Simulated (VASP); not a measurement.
# ZrAl3B3N (P-6m2) in VASP: notebook

The runs below take ZrAl3B3N through single point, with PBE.

All numbers are computed with VASP 6.6.1; they aren't measurements. Logs are shortened: lines on timing, memory, paths and dates and some standing lists are left out, and cuts for length are marked.

### 1 The cell of the first run

Symmetry: P-6m2, No. 187, hexagonal system. The conventional cell has a = 3.734 Å, b = 3.734 Å, c = 8.577 Å, α = 90.00°, β = 90.00°, γ = 120.00°. Zr (site symmetry -6m2) has 3 N at 2.16 Å and 6 B at 2.59 Å and 2 Al at 2.74 Å within 2.9 Å. Within 2.9 Å of Al (site symmetry -6m2) lie 5 B at 2.16 to 2.85 Å and 6 Al at 2.66 Å. Al (site symmetry 3m) has 6 B at 2.51 to 2.66 Å and 4 Al at 2.66 to 3.11 Å and 1 Zr at 2.74 Å within 3.3 Å. Within 1.9 Å of B (site symmetry 3m) lie 1 N at 1.44 Å. Within 2.9 Å of B (site symmetry -6m2) lie 9 Al at 2.16 to 2.66 Å. Within 1.9 Å of N (site symmetry -6m2) lie 2 B at 1.44 Å.

### 2 Single point, PBE

Contents of INCAR:

```
PREC = Accurate
ENCUT = 520
EDIFF = 1E-6
ISMEAR = 0
SIGMA = 0.15
LREAL = F
LASPH = T
NELM = 80
ALGO = Normal
ISIF = 2
LWAVE = F
LCHARG = F
GGA = PE
NBANDS = 28
```

Contents of KPOINTS:

```
Automatic mesh
0
Gamma
  3 3 2
```

Contents of POSCAR:

```
ZrAl3B3N
1.0
    3.7342941124      0.0000000000      0.0000000000
   -1.8671470562      3.2339935665      0.0000000000
    0.0000000000      0.0000000000      8.5771856746
Zr Al B N
1 3 3 1
Direct
    0.3333333333      0.6666666667      0.5000000000
    0.0000000000      0.0000000000      0.0000000000
    0.3333333333      0.6666666667      0.8189576575
    0.3333333333      0.6666666667      0.1810423425
    0.0000000000      0.0000000000      0.3317953793
    0.0000000000      0.0000000000      0.6682046207
    0.6666666667      0.3333333333      0.0000000000
    0.0000000000      0.0000000000      0.5000000000
```

Potentials or basis: VASP PAW PBE potentials, release 64 (Zr_sv, Al, B, N).

Launch:

```
$ cat potpaw_PBE.64/Zr_sv/POTCAR potpaw_PBE.64/Al/POTCAR potpaw_PBE.64/B/POTCAR potpaw_PBE.64/N/POTCAR > POTCAR
$ mpirun -np 1 vasp_std > vasp.out
```

OUTCAR:

```text
PREC = Accurate
   ENCUT = 520
   EDIFF = 1E-6
   ISMEAR = 0
   LREAL = F
   LASPH = T
   NELM = 80
   ISIF = 2
   GGA = PE

 ion  position               nearest neighbor table
   1  0.333  0.667  0.500-   8 2.16   8 2.16   8 2.16   5 2.59   6 2.59   6 2.59   5 2.59   6 2.59
                             5 2.59   3 2.74   4 2.74
   2  0.000  0.000  0.000-   7 2.16   7 2.16   7 2.16   3 2.66   4 2.66   3 2.66   4 2.66   3 2.66
                             4 2.66
   3  0.333  0.667  0.819-   6 2.51   6 2.51   6 2.51   7 2.66   2 2.66   7 2.66   2 2.66   2 2.66
                             7 2.66   1 2.74   4 3.11
   4  0.333  0.667  0.181-   5 2.51   5 2.51   5 2.51   7 2.66   2 2.66   7 2.66   2 2.66   2 2.66
                             7 2.66   1 2.74   3 3.11
   5  0.000  0.000  0.332-   8 1.44   4 2.51   4 2.51   4 2.51   1 2.59   1 2.59   1 2.59
   6  0.000  0.000  0.668-   8 1.44   3 2.51   3 2.51   3 2.51   1 2.59   1 2.59   1 2.59
   7  0.667  0.333  0.000-   2 2.16   2 2.16   2 2.16   4 2.66   3 2.66   4 2.66   3 2.66   4 2.66
                             3 2.66
   8  0.000  0.000  0.500-   5 1.44   6 1.44   1 2.16   1 2.16   1 2.16

  LATTYP: Found a hexagonal cell.
 ALAT       =     3.7342941124
 C/A-ratio  =     2.2968693457

  Lattice vectors:

 A1 = (   3.7342941124,   0.0000000000,   0.0000000000)
 A2 = (  -1.8671470562,   3.2339935665,   0.0000000000)
 A3 = (   0.0000000000,   0.0000000000,   8.5771856746)

Analysis of symmetry for initial positions (statically):
=====================================================================
 Subroutine PRICEL returns:
 Original cell was already a primitive cell.

 Routine SETGRP: Setting up the symmetry group for a
 hexagonal supercell.

 Subroutine GETGRP returns: Found 12 space group operations
 (whereof 12 operations were pure point group operations)
 out of a pool of 24 trial point group operations.

The static configuration has the point symmetry D_3h.

Analysis of symmetry for dynamics (positions and initial velocities):
=====================================================================
 Subroutine PRICEL returns:
 Original cell was already a primitive cell.

 Routine SETGRP: Setting up the symmetry group for a
 hexagonal supercell.

 Subroutine GETGRP returns: Found 12 space group operations
 (whereof 12 operations were pure point group operations)
 out of a pool of 24 trial point group operations.

The dynamic configuration has the point symmetry D_3h.

 Subroutine INISYM returns: Found 12 space group operations
 (whereof 12 operations are pure point group operations),
 and found     1 'primitive' translations

----------------------------------------------------------------------------------------

                                     Primitive cell

  volume of cell :     103.5840

  direct lattice vectors                    reciprocal lattice vectors
     3.734294112  0.000000000  0.000000000     0.267788227  0.154607605  0.000000000
    -1.867147056  3.233993567  0.000000000     0.000000000  0.309215210  0.000000000
     0.000000000  0.000000000  8.577185675     0.000000000  0.000000000  0.116588359

  length of vectors
     3.734294112  3.734294112  8.577185675     0.309215210  0.309215210  0.116588359

  position of ions in fractional coordinates (direct lattice)
     0.333333333  0.666666667  0.500000000
     0.000000000  0.000000000  0.000000000
     0.333333333  0.666666667  0.818957658
     0.333333333  0.666666667  0.181042342
     0.000000000  0.000000000  0.331795379
     0.000000000  0.000000000  0.668204621
     0.666666667  0.333333333  0.000000000
     0.000000000  0.000000000  0.500000000

  ion indices of the primitive-cell ions
   primitive index   ion index
                 1           1
                 2           2
                 3           3
                 4           4
                 5           5
                 6           6
                 7           7
                 8           8

----------------------------------------------------------------------------------------

 KPOINTS: Automatic mesh

Automatic generation of k-mesh.
 Grid dimensions read from file:
 generate k-points for:    3    3    2

 Generating k-lattice:

  Cartesian coordinates                     Fractional coordinates (reciprocal lattice)
     0.089262742  0.051535868  0.000000000     0.333333333  0.000000000  0.000000000
     0.000000000  0.103071737  0.000000000     0.000000000  0.333333333  0.000000000
     0.000000000  0.000000000  0.058294179     0.000000000  0.000000000  0.500000000

  Length of vectors
     0.103071737  0.103071737  0.058294179

  Shift w.r.t. Gamma in fractional coordinates (k-lattice)
     0.000000000  0.000000000  0.000000000

 Subroutine IBZKPT returns following result:
 ===========================================

 Found      6 irreducible k-points:

 Following reciprocal coordinates:
            Coordinates               Weight
  0.000000  0.000000  0.000000      1.000000
  0.333333 -0.000000  0.000000      6.000000
  0.333333  0.333333  0.000000      2.000000
  0.000000  0.000000  0.500000      1.000000
  0.333333 -0.000000  0.500000      6.000000
  0.333333  0.333333  0.500000      2.000000
   k-points           NKPTS =      6   k-points in BZ     NKDIM =      6   number of bands    NBANDS=     28
   number of dos      NEDOS =    301   number of ions     NIONS =      8
   total plane-waves  NPLWV =  50176
   dimension x,y,z NGX =    28 NGY =   28 NGZ =   64
   dimension x,y,z NGXF=    56 NGYF=   56 NGZF=  128
   ions per type =               1   3   3   1
   NGX,Y,Z   is equivalent  to a cutoff of  12.47, 12.47, 12.40 a.u.
   NGXF,Y,Z  is equivalent  to a cutoff of  24.93, 24.93, 24.81 a.u.
 SYSTEM =  unknown system
   PREC   = accura    normal or accurate (medium, high low for compatibility)
   ISTART =      0    job   : 0-new  1-cont  2-samecut
   ICHARG =      2    charge: 1-file 2-atom 10-const
   ISPIN  =      1    spin polarized calculation?
   LNONCOLLINEAR =      F non collinear calculations
   LSORBIT =      F    spin-orbit coupling
   LASPH  =      T    aspherical Exc in radial PAW
   ENCUT  =  520.0 eV  38.22 Ry    6.18 a.u.   6.94  6.94 15.95*2*pi/ulx,y,z
   NELM   =     80;   NELMIN=  2; NELMDL= -5     # of ELM steps
   EDIFF  = 0.1E-05   stopping-criterion for ELM
   LREAL  =      F    real-space projection
   EDIFFG = 0.1E-04   stopping-criterion for IOM
   NSW    =      0    number of steps for IOM
   IBRION =     -1    ionic relax: 0-MD 1-quasi-New 2-CG
   NFREE  =      0    steps in history (QN), initial steepest desc. (CG)
   ISIF   =      2    stress and relaxation
   ISYM   =      2    0-nonsym 1-usesym 2-fastsym
   POTIM  = 0.5000    time-step for ionic-motion
   TEBEG  =    0.0;   TEEND  =   0.0 temperature during run
   PSTRESS=    0.0 pullay stress
   NELECT =      35.0000    total number of electrons
   NUPDOWN=      -1.0000    fix difference up-down
   EMIN   =  10.00;   EMAX   =-10.00  energy-range for DOS
   EFERMI =   0.00;   METHOD = LEGACY
   ISMEAR =     0;   SIGMA  =   0.15  broadening in eV -4-tet -1-fermi 0-gaus
   EFERMI_NEDOS =   21; number of points for ismear=-14 and -15
   IALGO  =     38    algorithm
   IMIX   =      4    mixing-type and parameters
     AMIX     =   0.40;   BMIX     =  1.00
     AMIX_MAG =   1.60;   BMIX_MAG =  1.00
  volume/ion in A,a.u.               =      12.95        87.38
  Fermi-wavevector in a.u.,A,eV,Ry     =   1.140250  2.154760 17.689883  1.300170
  Thomas-Fermi vector in A             =   2.276952
   LORBIT       =      0    0 simple, 1 ext, 2 COOP (PROOUT), +10 PAW based schemes
   GGA     = PE    functional components
   LHFCALC =     F    Hartree Fock is set to
   AEXX    =    0.0000 exact exchange contribution
   IVDW    =     0    specifies the selected vdW correction
   LEPSILON=     F    determine dielectric tensor
   LRPA    =     F    only Hartree local field effects (RPA)
 non-spin polarized calculation
 Gauss-broadening in eV      SIGMA  =   0.15
  energy-cutoff  :      520.00
  volume of cell :      103.58
 maximum number of plane-waves:      2800
 NGX is ok and might be reduce to    28
   NGX = 13   NGY = 13   NGZ = 31

 number of electron      35.0000001 magnetization

 Free energy of the ion-electron system (eV)
  ---------------------------------------------------
  ext. energy  EPLUGINS =         0.00000000
  ---------------------------------------------------
  free energy    TOTEN  =       -47.86550387 eV

  energy without entropy =      -47.84662001  energy(sigma->0) =      -47.85606194

 E-fermi :   8.0157     XC(G=0): -10.6754

 val. band max:        7.7355314900   @ k =   0.3333  -0.0000   0.5000
 cond. band min:       8.1167875342   @ k =   0.3333  -0.0000   0.0000
 fundamental gap:      0.3812560442
 Fermi energy:         8.0157312272

 k-point     1 :       0.0000    0.0000    0.0000
  band No.  band energies     occupation
      1     -41.5069      2.00000
      2     -19.7452      2.00000
      3     -19.7452      2.00000
      4     -19.5107      2.00000
      5     -11.3001      2.00000
      6      -3.7923      2.00000
[... 20 lines left out ...]
     27      12.7223      0.00000
     28      13.2425      0.00000

 k-point     2 :       0.3333   -0.0000    0.0000
  band No.  band energies     occupation
      1     -41.4897      2.00000
      2     -20.1188      2.00000
      3     -19.8072      2.00000
      4     -19.4730      2.00000
      5     -10.6526      2.00000
      6      -3.4901      2.00000
[... 20 lines left out ...]
     27      13.0211      0.00000
     28      13.6980      0.00000

 k-point     3 :       0.3333    0.3333    0.0000
  band No.  band energies     occupation
      1     -41.4810      2.00000
      2     -20.2054      2.00000
      3     -19.9314      2.00000
      4     -19.4540      2.00000
      5     -10.3275      2.00000
      6      -3.5218      2.00000
[... 20 lines left out ...]
     27      12.8782      0.00000
     28      13.9246      0.00000

 k-point     4 :       0.0000    0.0000    0.5000
  band No.  band energies     occupation
      1     -41.5069      2.00000
      2     -19.7452      2.00000
      3     -19.7452      2.00000
      4     -19.5107      2.00000
      5     -11.3000      2.00000
      6      -4.0064      2.00000
[... 20 lines left out ...]
     27      12.8939      0.00000
     28      12.8939      0.00000

 k-point     5 :       0.3333   -0.0000    0.5000
  band No.  band energies     occupation
      1     -41.4897      2.00000
      2     -20.1188      2.00000
      3     -19.8072      2.00000
      4     -19.4730      2.00000
      5     -10.6525      2.00000
      6      -3.5457      2.00000
[... 20 lines left out ...]
     27      12.9383      0.00000
     28      13.3651      0.00000

 k-point     6 :       0.3333    0.3333    0.5000
  band No.  band energies     occupation
      1     -41.4810      2.00000
      2     -20.2054      2.00000
      3     -19.9314      2.00000
      4     -19.4540      2.00000
      5     -10.3275      2.00000
      6      -3.5281      2.00000
[... 20 lines left out ...]
     27      13.8435      0.00000
     28      13.9356      0.00000

------------------------ aborting loop because EDIFF is reached ----------------------------------------

  FORCE on cell =-STRESS in cart. coord.  units (eV):
  Direction    XX          YY          ZZ          XY          YZ          ZX
  --------------------------------------------------------------------------------------
  -------------------------------------------------------------------------------------
  Total        0.0278573      0.0278573      0.4837252      0.0000000      0.0000000      0.0000000
  in kB        0.4308803      0.4308803      7.4819843      0.0000000      0.0000000      0.0000000
  external PRESSURE =       2.7812483 kB  Pullay stress =       0.0000000 kB

 VOLUME and BASIS-vectors are now :
 -----------------------------------------------------------------------------
  energy-cutoff  :      520.00
  volume of cell :      103.58
      direct lattice vectors                 reciprocal lattice vectors
     3.734294112  0.000000000  0.000000000     0.267788227  0.154607605  0.000000000
    -1.867147056  3.233993567  0.000000000     0.000000000  0.309215210  0.000000000
     0.000000000  0.000000000  8.577185675     0.000000000  0.000000000  0.116588359

 POSITION                                       TOTAL-FORCE (eV/Angst)
 -----------------------------------------------------------------------------------
     -0.00000      2.15600      4.28859         0.000000     -0.000000      0.000000
      0.00000      0.00000      0.00000        -0.000000      0.000000      0.000000
     -0.00000      2.15600      7.02435        -0.000000      0.000000      0.006158
     -0.00000      2.15600      1.55283        -0.000000      0.000000     -0.006158
      0.00000      0.00000      2.84587        -0.000000     -0.000000     -0.018345
      0.00000      0.00000      5.73132        -0.000000      0.000000      0.018345
      1.86715      1.07800      0.00000        -0.000000      0.000000      0.000000
      0.00000      0.00000      4.28859        -0.000000      0.000000      0.000000
 -----------------------------------------------------------------------------------
    total drift:                                0.000001     -0.000001     -0.000000

  FREE ENERGIE OF THE ION-ELECTRON SYSTEM (eV)
  ---------------------------------------------------
  free  energy   TOTEN  =       -47.8655038706 eV

  energy  without entropy=      -47.8466200102  energy(sigma->0) =      -47.85606194
```

Wall time 17 s (1 thread of AMD EPYC 7R13 (Zen 3), shared host); peak memory 0.19 GiB.

Results:

```
Free energy   : -47.8655 eV
Pressure      : 0.3 GPa
Largest force : 0.018 eV/Å
```

Forces in eV/Å, atoms in the order of the input:
```
Zr   0.000  0.000  0.000
Al   0.000  0.000  0.000
Al   0.000  0.000  0.006
Al   0.000  0.000 -0.006
B    0.000  0.000 -0.018
B    0.000  0.000  0.018
B    0.000  0.000  0.000
N    0.000  0.000  0.000
```

Caveat: the k points lie up to 0.65 Å⁻¹ apart.

[end of part 1 of 2]
